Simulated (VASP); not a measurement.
Wanted: the native input for a VASP 6.6.1 run.

- Task: single point
- Functional: PBEsol
- Potentials or basis: VASP PAW PBE potentials, release 64 (Sr_sv, Cl)
- Cutoff: 520 eV
- k mesh: 6 × 6 × 6
- Occupations: gaussian, width 0.01 eV
- Spin: no spin polarisation
- Dipole correction: no
- Further INCAR settings: ALGO = Normal; EDIFF = 1e-06; NBANDS = 19

The structure of SrCl2 lies in POSCAR:

```
SrCl2
1.0
    0.0000000000      3.4256501581      3.4256501581
    3.4256501581      0.0000000000      3.4256501581
    3.4256501581      3.4256501581      0.0000000000
Sr Cl
1 2
Direct
    0.0000000000      0.0000000000      0.0000000000
    0.2500000000      0.2500000000      0.2500000000
    0.7500000000      0.7500000000      0.7500000000
```

These files were run (other wordings do the same):

INCAR

```
  ALGO = Normal
  EDIFF = 1E-6
  ENCUT = 520
  GGA = PS
  ISIF = 2
  ISMEAR = 0
  LASPH = True
  LCHARG = True
  LELF = True
  LREAL = False
  LVHAR = True
  LWAVE = False
  NBANDS = 19
  NELM = 80
  PREC = Accurate
  SIGMA = 0.01
```

KPOINTS

```
k-points
0
Gamma
  6 6 6
```

Potentials or basis: VASP PAW PBE potentials, release 64 (Sr_sv, Cl).

Run with:

```bash
$ cat potpaw_PBE.64/Sr_sv/POTCAR potpaw_PBE.64/Cl/POTCAR > POTCAR
$ mpirun -np 1 vasp_std > vasp.out
```

It gave:

The pressure is 1.2 GPa and the band gap on the k mesh is 5.32 eV, direct.

Caveat: the PAW data sets were made with another functional, which shifts forces and pressure a little.

It took 23 s on 1 thread of Intel Xeon 6975P-C (shared host), peak memory 0.21 GiB.
